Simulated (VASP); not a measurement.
# PbSe in VASP: a series of runs

PbSe is run at these levels: PBEsol-based global hybrid with 25 % exact exchange, PBE, B3LYP; tasks: single point, relaxation of cell and atoms.

All numbers are computed with VASP 6.6.1; they aren't measurements. Logs are shortened: lines on timing, memory, paths and dates and some standing lists are left out, and cuts for length are marked.

## (1) The cell of the first run

The structure is cubic, space group Fm-3m (No. 225). The conventional cell has a = 6.080 Å, b = 6.080 Å, c = 6.080 Å, α = 90.00°, β = 90.00°, γ = 90.00°. Pb (site symmetry m-3m) has 6 Se at 3.04 Å within 4.0 Å. Within 4.0 Å of Se (site symmetry m-3m) lie 6 Pb at 3.04 Å.

## (2) Single point, PBEsol-based global hybrid with 25 % exact exchange

Input file POSCAR:

```
PbSe
1.0
    0.0000000000      3.0401081059      3.0401081059
    3.0401081059      0.0000000000      3.0401081059
    3.0401081059      3.0401081059      0.0000000000
Pb Se
1 1
Direct
    0.0000000000      0.0000000000      0.0000000000
    0.5000000000      0.5000000000      0.5000000000
```

Input file INCAR.step1:

```
SYSTEM = PbSe
  PREC = Accurate
  ENCUT = 520
  EDIFF = 1E-5
  ISMEAR = -1
  SIGMA = 0.05
  LREAL = .False.
  LASPH = .True.
  NELM = 100
  ALGO = Normal
  ISIF = 2
  LWAVE = .True.
  LCHARG = .False.
  GGA = PE
  NBANDS = 17
```

Input file INCAR.step2:

```
SYSTEM = PbSe
  PREC = Accurate
  ENCUT = 520
  EDIFF = 1E-6
  ISMEAR = -1
  SIGMA = 0.05
  LREAL = .False.
  LASPH = .True.
  NELM = 100
  ALGO = Normal
  ISIF = 2
  LWAVE = .False.
  LCHARG = .False.
  GGA = PS
  LHFCALC = .True.
  AEXX = 0.25
  PRECFOCK = Normal
  ISTART = 1
  NBANDS = 17
```

Input file KPOINTS:

```
Automatic mesh
0
Gamma
  4 4 4
  0 0 0
```

Potentials or basis: VASP PAW PBE potentials, release 64 (Pb_d, Se).

Run with:

```
cat potpaw_PBE.64/Pb_d/POTCAR potpaw_PBE.64/Se/POTCAR > POTCAR
cp INCAR.step1 INCAR
mpirun -np 1 vasp_std > vasp.out
cp INCAR.step2 INCAR
mpirun -np 1 vasp_std > vasp.out
```

OUTCAR:

```text
SYSTEM = PbSe
   PREC = Accurate
   ENCUT = 520
   EDIFF = 1E-6
   ISMEAR = -1
   LREAL = .False.
   LASPH = .True.
   NELM = 100
   ISIF = 2
   GGA = PS
   LHFCALC = .True.
   AEXX = 0.25
   PRECFOCK = Normal
   ISTART = 1

 ion  position               nearest neighbor table
   1  0.000  0.000  0.000-   2 3.04   2 3.04   2 3.04   2 3.04   2 3.04   2 3.04
   2  0.500  0.500  0.500-   1 3.04   1 3.04   1 3.04   1 3.04   1 3.04   1 3.04

  LATTYP: Found a face centered cubic cell.
 ALAT       =     6.0802162118

  Lattice vectors:

 A1 = (   0.0000000000,   3.0401081059,   3.0401081059)
 A2 = (   3.0401081059,   0.0000000000,   3.0401081059)
 A3 = (   3.0401081059,   3.0401081059,   0.0000000000)

Analysis of symmetry for initial positions (statically):
=====================================================================
 Subroutine PRICEL returns:
 Original cell was already a primitive cell.

 Routine SETGRP: Setting up the symmetry group for a
 face centered cubic supercell.

 Subroutine GETGRP returns: Found 48 space group operations
 (whereof 48 operations were pure point group operations)
 out of a pool of 48 trial point group operations.

The static configuration has the point symmetry O_h .

Analysis of symmetry for dynamics (positions and initial velocities):
=====================================================================
 Subroutine PRICEL returns:
 Original cell was already a primitive cell.

 Routine SETGRP: Setting up the symmetry group for a
 face centered cubic supercell.

 Subroutine GETGRP returns: Found 48 space group operations
 (whereof 48 operations were pure point group operations)
 out of a pool of 48 trial point group operations.

The dynamic configuration has the point symmetry O_h .

 Subroutine INISYM returns: Found 48 space group operations
 (whereof 48 operations are pure point group operations),
 and found     1 'primitive' translations

----------------------------------------------------------------------------------------

                                     Primitive cell

  volume of cell :      56.1949

  direct lattice vectors                    reciprocal lattice vectors
     0.000000000  3.040108106  3.040108106    -0.164467836  0.164467836  0.164467836
     3.040108106  0.000000000  3.040108106     0.164467836 -0.164467836  0.164467836
     3.040108106  3.040108106  0.000000000     0.164467836  0.164467836 -0.164467836

[... 71 lines left out ...]
   NFREE  =      0    steps in history (QN), initial steepest desc. (CG)
   ISIF   =      2    stress and relaxation
   ISYM   =      3    0-nonsym 1-usesym 2-fastsym
   POTIM  = 0.5000    time-step for ionic-motion
   TEBEG  =    0.0;   TEEND  =   0.0 temperature during run
   PSTRESS=    0.0 pullay stress
   NELECT =      20.0000    total number of electrons
   NUPDOWN=      -1.0000    fix difference up-down
   EMIN   =  10.00;   EMAX   =-10.00  energy-range for DOS
   EFERMI =   0.00;   METHOD = LEGACY
   ISMEAR =    -1;   SIGMA  =   0.05  broadening in eV -4-tet -1-fermi 0-gaus
   EFERMI_NEDOS =   21; number of points for ismear=-14 and -15
   IALGO  =     38    algorithm
   IMIX   =      1    mixing-type and parameters
     AMIX     =   0.40;   BMIX     =  1.00
     AMIX_MAG =   1.60;   BMIX_MAG =  1.00
  volume/ion in A,a.u.               =      28.10       189.61
  Fermi-wavevector in a.u.,A,eV,Ry     =   1.160163  2.192391 18.313156  1.345979
  Thomas-Fermi vector in A             =   2.296749
   LORBIT       =      0    0 simple, 1 ext, 2 COOP (PROOUT), +10 PAW based schemes
   GGA     = PS    functional components
   LHFCALC =     T    Hartree Fock is set to
   PRECFOCK=normal    Normal, Fast or Accurate (Low or Medium for compatibility)
   ENCUT4O =  -1.0   cutoff for four orbital integrals eV
   NKREDX  =     1    reduce k-point grid by
   NKREDY  =     1    reduce k-point grid by
   NKREDZ  =     1    reduce k-point grid by
   AEXX    =    0.2500 exact exchange contribution
   HFSCREEN=    0.0000 screening length (either q_TF or 0.3 A-1)
   HFSCREENC=   0.0000 screening length for correlation (either q_TF or 0.3 A-1)
   ENCUTFOCK=  -1.0 apply spherical cutoff to Coloumb kernel
   IVDW    =     0    specifies the selected vdW correction
   LEPSILON=     F    determine dielectric tensor
   LRPA    =     F    only Hartree local field effects (RPA)
 non-spin polarized calculation
  energy-cutoff  :      520.00
  volume of cell :       56.19
 maximum number of plane-waves:      1540
  NGX = 24; NGY = 24; NGZ = 24

 number of electron      20.0000005 magnetization

 Free energy of the ion-electron system (eV)
  ---------------------------------------------------
  ext. energy  EPLUGINS =         0.00000000
  ---------------------------------------------------
  free energy    TOTEN  =       -11.28937108 eV

  energy without entropy =      -11.28937018  energy(sigma->0) =      -11.28937063

 E-fermi :   5.2053     XC(G=0):  -7.7553

 val. band max:        4.5997249294   @ k =   0.5000   0.0000   0.0000
 cond. band min:       5.8109671548   @ k =   0.5000   0.0000   0.0000
 fundamental gap:      1.2112422255
 Fermi energy:         5.2053456630

 k-point     1 :       0.0000    0.0000    0.0000
  band No.  band energies     occupation
      1     -14.1122      2.00000
      2     -14.1122      2.00000
      3     -14.1012      2.00000
      4     -14.1012      2.00000
      5     -14.1012      2.00000
      6     -10.7576      2.00000
[... 137 lines left out ...]
      4     -14.0883      2.00000
      5     -14.0524      2.00000
      6      -9.0279      2.00000
[... 9 lines left out ...]
     16      18.1393      0.00000
     17      18.9785      0.00000

------------------------ aborting loop because EDIFF is reached ----------------------------------------

  FORCE on cell =-STRESS in cart. coord.  units (eV):
  Direction    XX          YY          ZZ          XY          YZ          ZX
  --------------------------------------------------------------------------------------
  -------------------------------------------------------------------------------------
  Total        0.0777042      0.0777042      0.0777042     -0.0000000      0.0000000     -0.0000000
  in kB        2.2154284      2.2154284      2.2154284     -0.0000000      0.0000000     -0.0000000
  external PRESSURE =       2.2154284 kB  Pullay stress =       0.0000000 kB

 VOLUME and BASIS-vectors are now :
 -----------------------------------------------------------------------------
  energy-cutoff  :      520.00
  volume of cell :       56.19
      direct lattice vectors                 reciprocal lattice vectors
     0.000000000  3.040108106  3.040108106    -0.164467836  0.164467836  0.164467836
     3.040108106  0.000000000  3.040108106     0.164467836 -0.164467836  0.164467836
     3.040108106  3.040108106  0.000000000     0.164467836  0.164467836 -0.164467836

 POSITION                                       TOTAL-FORCE (eV/Angst)
 -----------------------------------------------------------------------------------
      0.00000      0.00000      0.00000        -0.000000     -0.000000      0.000000
      3.04011      3.04011      3.04011         0.000000      0.000000     -0.000000
 -----------------------------------------------------------------------------------
    total drift:                                0.000000      0.000001      0.000001

  FREE ENERGIE OF THE ION-ELECTRON SYSTEM (eV)
  ---------------------------------------------------
  free  energy   TOTEN  =       -11.2893710823 eV

  energy  without entropy=      -11.2893701823  energy(sigma->0) =      -11.28937063
```

OUTCAR.step1:

```text
SYSTEM = PbSe
   PREC = Accurate
   ENCUT = 520
   EDIFF = 1E-5
   ISMEAR = -1
   LREAL = .False.
[... 362 lines left out ...]
      0.00000      0.00000      0.00000         0.000000     -0.000000      0.000000
      3.04011      3.04011      3.04011        -0.000000      0.000000     -0.000000
 -----------------------------------------------------------------------------------
    total drift:                                0.000000     -0.000000     -0.000000

  FREE ENERGIE OF THE ION-ELECTRON SYSTEM (eV)
  ---------------------------------------------------
  free  energy   TOTEN  =        -8.1477341518 eV

  energy  without entropy=       -8.1437799508  energy(sigma->0) =       -8.14575705
```

It took 8.8 min on 1 thread of AMD EPYC 7R13 (Zen 3), shared host; peak memory 0.16 GiB.

Results:

```yaml
Free_energy: -11.2894 eV
Pressure: 0.2 GPa
Band_gap_on_the_k_mesh: 1.21 eV
```

Caveat: the k points lie up to 0.45 Å⁻¹ apart; the PAW data sets were made with another functional, which shifts forces and pressure a little; spin-orbit coupling is left out, which moves the levels of the heavy elements. A k mesh can miss the band edges.

(Continued in part 2 of 2.)
